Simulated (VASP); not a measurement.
# Hf (Fm-3m) in VASP: further runs

Hf is run at these levels: r2SCAN; tasks: single point.

All numbers are computed with VASP 6.6.1; they aren't measurements. Logs are shortened: lines on timing, memory, paths and dates and some standing lists are left out, and cuts for length are marked.

### 1 The cell of the first run

It takes space group Fm-3m (No. 225, cubic). The conventional cell has a = 4.410 Å, b = 4.410 Å, c = 4.410 Å, α = 90.00°, β = 90.00°, γ = 90.00°. Within 4.1 Å of Hf (site symmetry m-3m) lie 12 Hf at 3.12 Å.

### 2 Single point, r2SCAN

Contents of POSCAR:

```
Hf
1.0
    0.0000000000      2.2051002222      2.2051002222
    2.2051002222      0.0000000000      2.2051002222
    2.2051002222      2.2051002222      0.0000000000
Hf
1
Direct
    0.0000000000      0.0000000000      0.0000000000
```

Contents of INCAR.step1:

```
ALGO = Normal
EDIFF = 1E-4
ENCUT = 520
GGA = PE
ISMEAR = -1
LASPH = T
LCHARG = F
LREAL = F
LWAVE = T
NBANDS = 11
NELM = 80
PREC = Accurate
SIGMA = 0.05
```

Contents of INCAR.step2:

```
ALGO = Normal
EDIFF = 1E-6
ENCUT = 520
ISIF = 2
ISMEAR = -1
ISTART = 1
LASPH = T
LCHARG = T
LELF = T
LMIXTAU = T
LREAL = F
LVHAR = T
LWAVE = F
METAGGA = R2SCAN
NBANDS = 11
NELM = 80
PREC = Accurate
SIGMA = 0.05
```

Contents of KPOINTS:

```
k-points
0
Gamma
  10 10 10
```

Potentials or basis: VASP PAW PBE potentials, release 64 (Hf_pv).

On the command line:

```bash
$ cat potpaw_PBE.64/Hf_pv/POTCAR > POTCAR
$ cp INCAR.step1 INCAR
$ mpirun -np 1 vasp_std > vasp.out
$ cp INCAR.step2 INCAR
$ mpirun -np 1 vasp_std > vasp.out
```

OUTCAR:

```text
EDIFF = 1E-6
   ENCUT = 520
   ISIF = 2
   ISMEAR = -1
   ISTART = 1
   LASPH = T
   LREAL = F
   METAGGA = R2SCAN
   NELM = 80
   PREC = Accurate

 ion  position               nearest neighbor table
   1  0.000  0.000  0.000-

  LATTYP: Found a face centered cubic cell.
 ALAT       =     4.4102004444

  Lattice vectors:

 A1 = (   0.0000000000,   2.2051002222,   2.2051002222)
 A2 = (   2.2051002222,   0.0000000000,   2.2051002222)
 A3 = (   2.2051002222,   2.2051002222,   0.0000000000)

Analysis of symmetry for initial positions (statically):
=====================================================================
 Subroutine PRICEL returns:
 Original cell was already a primitive cell.

 Routine SETGRP: Setting up the symmetry group for a
 face centered cubic supercell.

 Subroutine GETGRP returns: Found 48 space group operations
 (whereof 48 operations were pure point group operations)
 out of a pool of 48 trial point group operations.

The static configuration has the point symmetry O_h .

Analysis of symmetry for dynamics (positions and initial velocities):
=====================================================================
 Subroutine PRICEL returns:
 Original cell was already a primitive cell.

 Routine SETGRP: Setting up the symmetry group for a
 face centered cubic supercell.

 Subroutine GETGRP returns: Found 48 space group operations
 (whereof 48 operations were pure point group operations)
 out of a pool of 48 trial point group operations.

The dynamic configuration has the point symmetry O_h .

 Subroutine INISYM returns: Found 48 space group operations
 (whereof 48 operations are pure point group operations),
 and found     1 'primitive' translations

----------------------------------------------------------------------------------------

                                     Primitive cell

  volume of cell :      21.4445

  direct lattice vectors                    reciprocal lattice vectors
     0.000000000  2.205100222  2.205100222    -0.226747063  0.226747063  0.226747063
     2.205100222  0.000000000  2.205100222     0.226747063 -0.226747063  0.226747063
     2.205100222  2.205100222  0.000000000     0.226747063  0.226747063 -0.226747063

  length of vectors
     3.118482641  3.118482641  3.118482641     0.392737434  0.392737434  0.392737434

  position of ions in fractional coordinates (direct lattice)
     0.000000000  0.000000000  0.000000000

  ion indices of the primitive-cell ions
   primitive index   ion index
                 1           1

----------------------------------------------------------------------------------------

 KPOINTS: k-points

Automatic generation of k-mesh.
 Grid dimensions read from file:
 generate k-points for:   10   10   10

 Generating k-lattice:

  Cartesian coordinates                     Fractional coordinates (reciprocal lattice)
    -0.022674706  0.022674706  0.022674706     0.100000000  0.000000000  0.000000000
     0.022674706 -0.022674706  0.022674706     0.000000000  0.100000000  0.000000000
     0.022674706  0.022674706 -0.022674706     0.000000000  0.000000000  0.100000000

  Length of vectors
     0.039273743  0.039273743  0.039273743

  Shift w.r.t. Gamma in fractional coordinates (k-lattice)
     0.000000000  0.000000000  0.000000000

 Subroutine IBZKPT returns following result:
 ===========================================

 Found     47 irreducible k-points:

 Following reciprocal coordinates:
            Coordinates               Weight
  0.000000  0.000000  0.000000      1.000000
  0.100000  0.000000  0.000000      8.000000
  0.200000  0.000000  0.000000      8.000000
  0.300000  0.000000  0.000000      8.000000
  0.400000  0.000000  0.000000      8.000000
  0.500000  0.000000  0.000000      4.000000
[... 16 lines left out ...]
  0.300000  0.300000  0.000000      6.000000
  0.400000  0.300000  0.000000     24.000000
 [... further k-points ...]
   k-points           NKPTS =     47   k-points in BZ     NKDIM =     47   number of bands    NBANDS=     11
   number of dos      NEDOS =    301   number of ions     NIONS =      1
   total plane-waves  NPLWV =  13824
   dimension x,y,z NGX =    24 NGY =   24 NGZ =   24
   dimension x,y,z NGXF=    48 NGYF=   48 NGZF=   48
   ions per type =               1
   NGX,Y,Z   is equivalent  to a cutoff of  12.79, 12.79, 12.79 a.u.
   NGXF,Y,Z  is equivalent  to a cutoff of  25.59, 25.59, 25.59 a.u.
 SYSTEM =  unknown system
   PREC   = accura    normal or accurate (medium, high low for compatibility)
   ISTART =      1    job   : 0-new  1-cont  2-samecut
   ICHARG =      0    charge: 1-file 2-atom 10-const
   ISPIN  =      1    spin polarized calculation?
   LNONCOLLINEAR =      F non collinear calculations
   LSORBIT =      F    spin-orbit coupling
   LASPH  =      T    aspherical Exc in radial PAW
   ENCUT  =  520.0 eV  38.22 Ry    6.18 a.u.   5.80  5.80  5.80*2*pi/ulx,y,z
   NELM   =     80;   NELMIN=  2; NELMDL=  0     # of ELM steps
   EDIFF  = 0.1E-05   stopping-criterion for ELM
   LREAL  =      F    real-space projection
   EDIFFG = 0.1E-04   stopping-criterion for IOM
   NSW    =      0    number of steps for IOM
   IBRION =     -1    ionic relax: 0-MD 1-quasi-New 2-CG
   NFREE  =      0    steps in history (QN), initial steepest desc. (CG)
   ISIF   =      2    stress and relaxation
   ISYM   =      2    0-nonsym 1-usesym 2-fastsym
   POTIM  = 0.5000    time-step for ionic-motion
   TEBEG  =    0.0;   TEEND  =   0.0 temperature during run
   PSTRESS=    0.0 pullay stress
   NELECT =      10.0000    total number of electrons
   NUPDOWN=      -1.0000    fix difference up-down
   EMIN   =  10.00;   EMAX   =-10.00  energy-range for DOS
   EFERMI =   0.00;   METHOD = LEGACY
   ISMEAR =    -1;   SIGMA  =   0.05  broadening in eV -4-tet -1-fermi 0-gaus
   EFERMI_NEDOS =   21; number of points for ismear=-14 and -15
   IALGO  =     38    algorithm
   IMIX   =      4    mixing-type and parameters
     AMIX     =   0.40;   BMIX     =  1.00
     AMIX_MAG =   1.60;   BMIX_MAG =  1.00
  volume/ion in A,a.u.               =      21.44       144.71
  Fermi-wavevector in a.u.,A,eV,Ry     =   1.269511  2.399028 21.927944  1.611658
  Thomas-Fermi vector in A             =   2.402548
   LORBIT       =      0    0 simple, 1 ext, 2 COOP (PROOUT), +10 PAW based schemes
   METAGGA = R2SCAN    functional components
   LHFCALC =     F    Hartree Fock is set to
   AEXX    =    0.0000 exact exchange contribution
   IVDW    =     0    specifies the selected vdW correction
   LEPSILON=     F    determine dielectric tensor
   LRPA    =     F    only Hartree local field effects (RPA)
 non-spin polarized calculation
  energy-cutoff  :      520.00
  volume of cell :       21.44
 maximum number of plane-waves:       589
   NGX = 11   NGY = 11   NGZ = 11

 number of electron      10.0000001 magnetization

 Free energy of the ion-electron system (eV)
  ---------------------------------------------------
  ext. energy  EPLUGINS =         0.00000000
  ---------------------------------------------------
  free energy    TOTEN  =       -45.05843307 eV

  energy without entropy =      -45.04778118  energy(sigma->0) =      -45.05310713

 E-fermi :   4.9006     XC(G=0): -12.3859

 val. band max:        4.8724453385   @ k =   0.3000   0.0000   0.0000
 cond. band min:       4.9171547570   @ k =   0.5000   0.1000   0.0000
 fundamental gap:      0.0447094185
 Fermi energy:         4.9006462781

 k-point     1 :       0.0000    0.0000    0.0000
  band No.  band energies     occupation
      1     -26.0392      2.00000
      2     -26.0392      2.00000
      3     -26.0392      2.00000
      4      -2.7921      2.00000
      5       6.5309      0.00000
      6       6.5309      0.00000
      7       6.5309      0.00000
      8       9.6830      0.00000
      9       9.6830      0.00000
     10      16.8844      0.00000
     11      17.0541      0.00000

 k-point     2 :       0.1000    0.0000    0.0000
  band No.  band energies     occupation
      1     -26.1384      2.00000
      2     -26.0514      2.00000
      3     -26.0514      2.00000
      4      -2.4155      2.00000
      5       6.1384      0.00000
      6       6.7030      0.00000
      7       6.7030      0.00000
      8       9.4927      0.00000
      9       9.4927      0.00000
     10      17.0540      0.00000
     11      17.7102      0.00000

 k-point     3 :       0.2000    0.0000    0.0000
  band No.  band energies     occupation
      1     -26.3908      2.00000
      2     -26.0832      2.00000
      3     -26.0832      2.00000
      4      -1.3971      2.00000
      5       5.3668      0.00018
      6       6.9603      0.00000
      7       6.9604      0.00000
      8       9.3738      0.00000
      9       9.3738      0.00000
     10      17.0539      0.00000
     11      17.8295      0.00000

 k-point     4 :       0.3000    0.0000    0.0000
  band No.  band energies     occupation
      1     -26.6897      2.00000
      2     -26.1222      2.00000
      3     -26.1221      2.00000
      4      -0.1114      2.00000
      5       4.8724      1.27476
      6       6.7914      0.00000
      7       6.7915      0.00000
      8      10.0862      0.00000
      9      10.0863      0.00000
     10      16.4075      0.00000
     11      17.0543      0.00000
[... 239 lines left out ...]
 k-point    22 :      -0.2000    0.2000    0.0000
  band No.  band energies     occupation
      1     -26.6417      2.00000
      2     -26.3089      2.00000
      3     -26.1172      2.00000
      4       0.5466      2.00000
      5       4.5880      1.99616
      6       5.8886      0.00000
      7       7.8640      0.00000
      8       8.2887      0.00000
      9      11.7869      0.00000
     10      17.0534      0.00000
     11      18.1908      0.00000

 k-point    23 :       0.3000    0.3000    0.0000
  band No.  band energies     occupation
      1     -26.6585      2.00000
      2     -26.2658      2.00000
      3     -26.2657      2.00000
      4       0.6711      2.00000
      5       3.5886      2.00000
      6       6.1737      0.00000
      7       9.1441      0.00000
      8       9.1442      0.00000
      9      11.0638      0.00000
     10      17.0538      0.00000
     11      20.6125      0.00000

 k-point    24 :       0.4000    0.3000    0.0000
  band No.  band energies     occupation
      1     -26.7819      2.00000
      2     -26.3356      2.00000
      3     -26.3038      2.00000
      4       1.3893      2.00000
      5       3.2796      2.00000
      6       5.8926      0.00000
      7       9.4548      0.00000
      8      10.4974      0.00000
      9      11.7705      0.00000
     10      17.0527      0.00000
     11      17.7683      0.00000

 [... further k-points ...]
[... 5 lines left out ...]
  --------------------------------------------------------------------------------------
  -------------------------------------------------------------------------------------
  Total        0.5749239      0.5749239      0.5749239      0.0000000      0.0000000      0.0000000
  in kB       42.9542317     42.9542317     42.9542317      0.0000000      0.0000000      0.0000000
  external PRESSURE =      42.9542317 kB  Pullay stress =       0.0000000 kB

 VOLUME and BASIS-vectors are now :
 -----------------------------------------------------------------------------
  energy-cutoff  :      520.00
  volume of cell :       21.44
      direct lattice vectors                 reciprocal lattice vectors
     0.000000000  2.205100222  2.205100222    -0.226747063  0.226747063  0.226747063
     2.205100222  0.000000000  2.205100222     0.226747063 -0.226747063  0.226747063
     2.205100222  2.205100222  0.000000000     0.226747063  0.226747063 -0.226747063

 POSITION                                       TOTAL-FORCE (eV/Angst)
 -----------------------------------------------------------------------------------
      0.00000      0.00000      0.00000         0.000000     -0.000000      0.000000
 -----------------------------------------------------------------------------------
    total drift:                               -0.000000      0.000000     -0.000000

  FREE ENERGIE OF THE ION-ELECTRON SYSTEM (eV)
  ---------------------------------------------------
  free  energy   TOTEN  =       -45.0584330735 eV

  energy  without entropy=      -45.0477811805  energy(sigma->0) =      -45.05310713
```

Wall time 19 s (1 thread of Intel Xeon Platinum 8375C at 2.90GHz (Ice Lake), shared host); peak memory 0.14 GiB.

Results:

| Quantity | Value |
| --- | --- |
| Free energy | -45.0584 eV |
| Pressure | 4.3 GPa |
| Band gap on the k mesh | zero (band 5 reaches 6.53 eV, above the bottom of band 6 at 4.52 eV) |

Levels at points of the mesh, in eV from the Fermi level:
| k point | band 3 | band 4 | band 5 | band 6 | band 7 | band 8 |
| --- | --- | --- | --- | --- | --- | --- |
| (0.00, 0.00, 0.00) | -30.94 | -7.69 | 1.63 | 1.63 | 1.63 | 4.78 |
| (0.50, 0.00, 0.00) | -31.07 | -3.86 | 0.52 | 1.41 | 1.41 | 6.99 |
| (0.50, 0.50, 0.00) | -31.28 | -3.51 | -2.33 | 2.69 | 7.07 | 7.62 |

Caveat: the PAW data sets were made with another functional, which shifts forces and pressure a little; spin-orbit coupling is left out, which moves the levels of the heavy elements.

(Continued in part 2 of 2.)
